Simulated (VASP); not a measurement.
**Pb: single point with PBE**

Pb, a slab with vacuum:

```
Pb
1.0
     3.56523    0.00000    0.00000
    -1.78262    3.08758    0.00000
     0.00000    0.00000   23.73300
Pb
4
Direct
  0.66667 0.33333 0.31974
  0.33333 0.66667 0.43624
  0.00000 0.00000 0.56376
  0.66667 0.33333 0.68026
```

```json
{"Program": "VASP 6.6.1", "Task": "single point", "Functional": "PBE", "Potentials or basis": "VASP PAW PBE potentials, release 64 (Pb_d)", "Cutoff": "520 eV", "k mesh": "12 × 12 × 1", "Occupations": "gaussian, width 0.1 eV", "Spin": "no spin polarisation", "Dipole correction": "yes", "Further INCAR settings": "ALGO = Fast; EDIFF = 1e-07; NBANDS = 36"}
```

```
Largest force          : 0.014 eV/Å
Band gap on the k mesh : zero (band 28 reaches 4.44 eV, above the bottom of band 29 at -0.04 eV)
```

Forces in eV/Å, atoms in the order of the input:
```
Pb   0.000  0.000 -0.014
Pb   0.000  0.000  0.007
Pb   0.000  0.000 -0.007
Pb   0.000  0.000  0.014
```

Levels at points of the mesh, in eV from the Fermi level:
| k point | band 24 | band 25 | band 26 | band 27 | band 28 | band 29 | band 30 | band 31 | band 32 | band 33 |
| --- | --- | --- | --- | --- | --- | --- | --- | --- | --- | --- |
| (0.00, 0.00, 0.00) | -8.42 | -3.16 | -1.35 | 1.23 | 3.08 | 3.62 | 4.86 | 5.00 | 5.44 | 5.44 |
| (0.50, 0.00, 0.00) | -6.90 | -3.59 | -2.85 | -2.57 | -2.04 | 0.82 | 1.35 | 2.13 | 2.22 | 2.79 |

Wall time 4.1 min on 1 thread of AMD EPYC 7R13 Processor (Zen 3) (shared host), peak memory 0.4 GiB.

Caveat: spin-orbit coupling is left out, which moves the levels of the heavy elements.
